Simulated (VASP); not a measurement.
# ZnS (I-4m2) in VASP: further runs, part 2 of 2

VASP 6.6.1. Earlier steps stand in the parts before.

### Step 3. Single point, PBE

This run uses another cell than the first one, of the same volume but with other edges.

INCAR reads:

```
ALGO     = Normal         # electronic algorithm
EDIFF    = 1E-7           # SCF threshold, eV
ENCUT    = 520            # plane-wave cutoff, eV
GGA      = PE             # functional
ISIF     = 2              # what is computed and relaxed
ISMEAR   = 0              # smearing method
LASPH    = T              # aspherical terms in the spheres
LCHARG   = T              # write CHGCAR
LELF     = T              # ELF
LREAL    = F              # projectors in reciprocal space
LVHAR    = T            
LWAVE    = F              # write WAVECAR
NBANDS   = 16             # bands
NELM     = 100            # most SCF steps
PREC     = Accurate       # precision mode
SIGMA    = 0.05           # smearing width, eV
```

KPOINTS reads:

```
k-points
0
Gamma
  10 10 10
```

POSCAR reads:

```
ZnS
1.0
    0.0000000000      2.5451730955      3.0542077146
    2.5451730955      0.0000000000      3.0542077146
    2.5451730955      2.5451730955      0.0000000000
Zn S
1 1
Direct
    0.0000000000      0.0000000000      0.0000000000
    0.7500000000      0.7500000000      0.7500000000
```

Potentials or basis: VASP PAW PBE potentials, release 64 (Zn, S).

Run with:

```bash
$ cat potpaw_PBE.64/Zn/POTCAR potpaw_PBE.64/S/POTCAR > POTCAR
$ mpirun -np 1 vasp_std > vasp.out
```

OUTCAR:

```text
EDIFF = 1E-7
   ENCUT = 520
   GGA = PE
   ISIF = 2
   ISMEAR = 0
   LASPH = T
   LREAL = F
   NELM = 100
   PREC = Accurate

 ion  position               nearest neighbor table
   1  0.000  0.000  0.000-   2 2.36   2 2.36   2 2.36   2 2.36
   2  0.750  0.750  0.750-   1 2.36   1 2.36   1 2.36   1 2.36

  LATTYP: Found a body centered tetragonal cell.
 ALAT       =     3.5994183102
 C/A-ratio  =     1.6970562748

  Lattice vectors:

 A1 = (  -2.5451730955,   0.0000000000,   3.0542077146)
 A2 = (   2.5451730955,   0.0000000000,   3.0542077146)
 A3 = (   0.0000000000,   2.5451730955,  -3.0542077146)

Analysis of symmetry for initial positions (statically):
=====================================================================
 Subroutine PRICEL returns:
 Original cell was already a primitive cell.

 Routine SETGRP: Setting up the symmetry group for a
 body centered tetragonal supercell.

 Subroutine GETGRP returns: Found  8 space group operations
 (whereof  8 operations were pure point group operations)
 out of a pool of 16 trial point group operations.

The static configuration has the point symmetry D_2d.

Analysis of symmetry for dynamics (positions and initial velocities):
[... 159 lines left out ...]

 E-fermi :   2.5898     XC(G=0):  -9.6481

 val. band max:        2.3389997019   @ k =   0.0000   0.0000   0.0000
 cond. band min:       3.9749636467   @ k =   0.0000   0.0000   0.0000
 fundamental gap:      1.6359639448
 Fermi energy:         2.5897816856

 k-point     1 :       0.0000    0.0000    0.0000
  band No.  band energies     occupation
      1     -10.9756      2.00000
      2      -4.3082      2.00000
      3      -4.1747      2.00000
      4      -4.1747      2.00000
      5      -3.8043      2.00000
      6      -3.7547      2.00000
[... 433 lines left out ...]
      3      -3.9601      2.00000
      4      -3.9571      2.00000
      5      -3.8281      2.00000
      6      -3.7330      2.00000
[... 8 lines left out ...]
     15      16.0609      0.00000
     16      17.3899      0.00000

 [... further k-points ...]

------------------------ aborting loop because EDIFF is reached ----------------------------------------

  FORCE on cell =-STRESS in cart. coord.  units (eV):
  Direction    XX          YY          ZZ          XY          YZ          ZX
  --------------------------------------------------------------------------------------
  -------------------------------------------------------------------------------------
  Total        1.0383173      1.0383173     -1.4703407      0.0000000      0.0000000     -0.0000000
  in kB       42.0414262     42.0414262    -59.5340410      0.0000000      0.0000000     -0.0000000
  external PRESSURE =       8.1829372 kB  Pullay stress =       0.0000000 kB

 VOLUME and BASIS-vectors are now :
 -----------------------------------------------------------------------------
  energy-cutoff  :      520.00
  volume of cell :       39.57
      direct lattice vectors                 reciprocal lattice vectors
     0.000000000  2.545173096  3.054207715    -0.196450293  0.196450293  0.163708577
     2.545173096  0.000000000  3.054207715     0.196450293 -0.196450293  0.163708577
     2.545173096  2.545173096  0.000000000     0.196450293  0.196450293 -0.163708577

 POSITION                                       TOTAL-FORCE (eV/Angst)
 -----------------------------------------------------------------------------------
      0.00000      0.00000      0.00000         0.000000      0.000000      0.000000
      3.81776      3.81776      4.58131        -0.000000     -0.000000     -0.000000
 -----------------------------------------------------------------------------------
    total drift:                               -0.000010     -0.000010     -0.000002

  FREE ENERGIE OF THE ION-ELECTRON SYSTEM (eV)
  ---------------------------------------------------
  free  energy   TOTEN  =        -6.7107826837 eV

  energy  without entropy=       -6.7107826837  energy(sigma->0) =       -6.71078268
```

Wall time 34 s (1 thread of Intel Xeon 6975P-C (Granite Rapids), shared host); peak memory 0.2 GiB.

Results:

| Quantity | Value |
| --- | --- |
| Free energy | -6.7108 eV |
| Pressure | 0.8 GPa |
| Band gap on the k mesh | 1.64 eV, direct |

### Step 4. Single point, PBE

This run uses another cell than the first one, of the same volume but with other edges.

INCAR reads:

```
PREC = Accurate ; ENCUT = 520
EDIFF = 1E-6 ; ISMEAR = 0
SIGMA = 0.05 ; LREAL = False
LASPH = True ; NELM = 60
ALGO = Normal ; ISIF = 2
LWAVE = False ; LCHARG = False
GGA = PE ; NBANDS = 16
```

KPOINTS reads:

```
Automatic mesh
0
Gamma
  10 10 10
```

POSCAR reads:

```
ZnS
1.0
    0.0000000000      2.9381877126      2.2917864159
    2.9381877126      0.0000000000      2.2917864159
    2.9381877126      2.9381877126      0.0000000000
Zn S
1 1
Direct
    0.0000000000      0.0000000000      0.0000000000
    0.7500000000      0.7500000000      0.7500000000
```

Run with:

```bash
$ cat potpaw_PBE.64/Zn/POTCAR potpaw_PBE.64/S/POTCAR > POTCAR
$ mpirun -np 1 vasp_std > vasp.out
```

Wall time 26 s (1 thread of Intel Xeon 6975P-C (Granite Rapids), shared host); peak memory 0.2 GiB.

It converged, with:

```
Free energy            : -6.6974 eV
Pressure               : -0.1 GPa
Band gap on the k mesh : 1.60 eV, direct
```

Stress tensor (GPa, compression positive):
```
-2.22  0.00  0.00
 0.00 -2.22  0.00
 0.00  0.00  4.21
```

Levels at points of the mesh, in eV from the valence-band top:
| k point | band 6 | band 7 | band 8 | band 9 | band 10 | band 11 | band 12 | band 13 |
| --- | --- | --- | --- | --- | --- | --- | --- | --- |
| (0.00, 0.00, 0.00) | -6.12 | -0.56 | -0.56 | 0.00 | 1.60 | 6.52 | 6.55 | 6.55 |
| (0.50, 0.00, 0.00) | -5.97 | -5.31 | -1.67 | -0.68 | 2.44 | 5.75 | 8.17 | 8.97 |
| (0.50, 0.50, 0.00) | -5.69 | -3.74 | -3.21 | -3.21 | 2.19 | 2.70 | 11.30 | 11.30 |
| (0.50, 0.00, 0.50) | -6.05 | -5.14 | -2.06 | -1.62 | 3.65 | 4.79 | 9.38 | 9.95 |

### Step 5. Summary

| cell | gap on the mesh (eV) | pressure (GPa) |
| --- | --- | --- |
| a = 3.747, b = 3.747, c = 4.038 Å, angles 57.4, 57.4, 65.2°, 2 atoms | 1.77 | 0.8 |
| a = 3.976, b = 3.976, c = 3.599 Å, angles 63.1, 63.1, 53.8°, 2 atoms | 1.64 | 0.8 |
| a = 3.726, b = 3.726, c = 4.155 Å, angles 56.1, 56.1, 67.8°, 2 atoms | 1.60 | -0.1 |

Alike in all rows: task single point; level PBE; potentials or basis VASP PAW PBE potentials, release 64 (Zn, S); no spin polarisation; k mesh 10 × 10 × 10; cutoff (eV) 520; smearing gaussian 0.05 eV.

Absolute energies hang on the potentials; compare differences alone.
